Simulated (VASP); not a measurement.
A run of VASP 6.6.1:

Contents of INCAR:

```
SYSTEM = Te
PREC = Accurate ; ENCUT = 520
EDIFF = 1E-7 ; ISMEAR = -1
SIGMA = 0.1 ; LREAL = .False.
LASPH = .True. ; NELM = 100
ALGO = Normal ; ISIF = 2
LWAVE = .False. ; LCHARG = .True.
GGA = CA ; LELF = .True.
LVHAR = .True. ; NBANDS = 9
```

The input KPOINTS:

```
regular mesh
0
Gamma
  12 12 12
  0 0 0
```

File POSCAR:

```
Te
1.0
    2.3095646575      0.0000000000      0.0000000000
    0.0000000000      2.3095646575      0.0000000000
    0.0000000000      0.0000000000      2.3095646575
Te
1
Direct
    0.0000000000      0.0000000000      0.0000000000
```

Potentials or basis: VASP PAW LDA potentials, release 64 (Te).

Run with:

```bash
$ cat potpaw_LDA.64/Te/POTCAR > POTCAR
$ mpirun -np 1 vasp_std > vasp.out
```

Hardware: 1 thread of Intel Xeon 6975P-C, with other jobs on the host.

Question: How long does it take, and how much memory?

Answer: It took 5.1 s on 1 thread of Intel Xeon 6975P-C, with other jobs on the host, peak memory 0.12 GiB. Counts: scf iterations 12, k points 84.
